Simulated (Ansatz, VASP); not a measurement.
# HfN: VASP beside Ansatz

```xyz
4
Lattice="3.1443 0.0000 0.0000 -1.5722 2.7230 0.0000 0.0000 0.0000 5.4252" Properties=species:S:1:pos:R:3 pbc="T T T"
Hf    1.5722    0.9077    4.0689
Hf    0.0000    1.8154    1.3563
N     0.0000    0.0000    0.0000
N     0.0000    0.0000    2.7126
```

Alike in both runs: task single point; functional r2SCAN; k mesh 18 × 18 × 10; occupations gaussian, width 0.1 eV; no spin polarisation.

|  | VASP | Ansatz |
| --- | --- | --- |
| version | VASP 6.6.1 | Ansatz 0.2.0 |
| potentials or method | VASP PAW PBE potentials, release 64 (Hf_pv, N), cutoff 520 eV | scalar-relativistic, plane waves, PAW |
| valence electrons in the cell | 30 | 62 |

|  | VASP | Ansatz | Ansatz less VASP |
| --- | --- | --- | --- |
| gap on the k mesh at the Fermi level (eV) | none | none | - |
| pressure (GPa) | -2.6 | 0.0 | +2.56 |
| traceless stress, the component that is largest in VASP (GPa) | 0.17 | 0.11 | -0.063 |

VASP's potentials were made for PBE, not for r2SCAN. A gap of «none» marks a metal or a gap that the smearing closes. VASP's potentials hold 30 valence electrons a cell and Ansatz's 62, so a difference there can come from the potentials and not from the codes.

Neither program's run includes spin-orbit coupling.
